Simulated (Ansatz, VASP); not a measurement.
## One calculation of Te2Mo, two programs

```
Te Mo
1.0
     3.38537    0.00000    0.00000
    -1.69268    2.93181    0.00000
     0.00000    0.00000   14.35807
Te Mo
4 2
Direct
  0.33333 0.66667 0.62848
  0.66667 0.33333 0.12848
  0.33333 0.66667 0.87152
  0.66667 0.33333 0.37152
  0.33333 0.66667 0.25000
  0.66667 0.33333 0.75000
```

Change from the starting cell: strain -0.050 along x and y, -0.025 along z, atoms carried along.

Alike in both runs: task single point; functional r2SCAN; k mesh 12 × 12 × 2; occupations gaussian, width 0.05 eV; no spin polarisation.

|  | VASP | Ansatz |
| --- | --- | --- |
| version | VASP 6.6.1 | Ansatz 0.2.0 |
| potentials or method | VASP PAW PBE potentials, release 64 (Te, Mo_sv), cutoff 520 eV | scalar-relativistic, plane waves, PAW |
| valence electrons in the cell | 52 | 92 |

```csv
,VASP,Ansatz,Ansatz less VASP
gap on the k mesh at the Fermi level (eV),1.14,1.14,-0.008
least direct gap on the mesh (eV),1.39,1.39,-0.002
pressure (GPa),15.5,15.3,-0.16
"traceless stress, the component that is largest in VASP (GPa)",0.18,0.09,-0.083
rms of the force components (eV/Å),0.891,0.875,-0.0161
```

VASP's potentials were made for PBE, not for r2SCAN. Atom by atom the forces differ by 0.016 eV/Å (rms over components). VASP's potentials hold 52 valence electrons a cell and Ansatz's 92, so a difference there can come from the potentials and not from the codes.

Spin-orbit coupling is off throughout.
